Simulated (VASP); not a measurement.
**Se: single point with LDA**

The system is Se.

```
Se
1.0
    -1.62302    1.62302    1.62302
     1.62302   -1.62302    1.62302
     1.62302    1.62302   -1.62302
Se
1
Direct
  0.00000 0.00000 0.00000
```

This isn't the form of Se at room conditions, which is trigonal, of chains.

```json
{"Program": "VASP 6.6.1", "Task": "single point", "Functional": "LDA", "Potentials or basis": "VASP PAW LDA potentials, release 64 (Se)", "Cutoff": "500 eV", "k mesh": "15 × 15 × 15", "Occupations": "fermi-dirac, width 0.08 eV", "Spin": "no spin polarisation", "Dipole correction": "no", "Further INCAR settings": "ALGO = Normal; EDIFF = 1e-06; NBANDS = 9"}
```

```json
{
 "Pressure": "12.0 GPa",
 "Band gap on the k mesh": "zero (bands 3 and 4 overlap by 7.78 eV)"
}
```

Levels at points of the mesh, in eV from the Fermi level:
```tsv
k point	band 1	band 2	band 3	band 4	band 5	band 6	band 7	band 8
(0.00, 0.00, 0.00)	-17.83	3.91	3.91	3.91	12.87	12.87	12.87	13.63
```

Wall time 13 s on 1 thread of Intel(R) Xeon(R) Platinum 8488C (Sapphire Rapids) (shared host), peak memory 0.14 GiB.

Caveat: the cell stands under pressure.
